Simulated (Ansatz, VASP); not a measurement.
# SbSe4 in VASP and in Ansatz

```
Sb Se
1.0
     4.10386   -3.37024    0.00000
     4.10386    3.37024    0.00000
     0.00000    0.00000    5.60913
Sb Se
1 4
Direct
  0.50000 0.50000 0.00000
  0.78053 0.78053 0.29565
  0.21947 0.21947 0.29565
  0.21947 0.21947 0.70435
  0.78053 0.78053 0.70435
```

Alike in both runs: functional PBE; k mesh 4 × 4 × 4; occupations gaussian, width 0.1 eV; no spin polarisation.

Ansatz relaxed the structure, and its values are those at the end. VASP's run is a single point on that final structure, the one shown.

|  | VASP | Ansatz |
| --- | --- | --- |
| version | VASP 6.6.1 | Ansatz 0.2.0 |
| potentials or method | VASP PAW PBE potentials, release 64 (Sb, Se), cutoff 520 eV | scalar-relativistic, plane waves, PAW |
| valence electrons in the cell | 29 | 79 |

```tsv
	VASP	Ansatz	Ansatz less VASP
gap on the k mesh at the Fermi level (eV)	none	none	-
pressure (GPa)	0.1	0.0	-0.03
rms of the force components (eV/Å)	0.022	0.004	-0.0172
```

A gap of «none» marks a metal or a gap that the smearing closes. With one functional, cell and mesh, what is left measures potentials, basis and numerics. VASP's potentials hold 29 valence electrons a cell and Ansatz's 79, so a difference there can come from the potentials and not from the codes.

Neither program's run includes spin-orbit coupling.
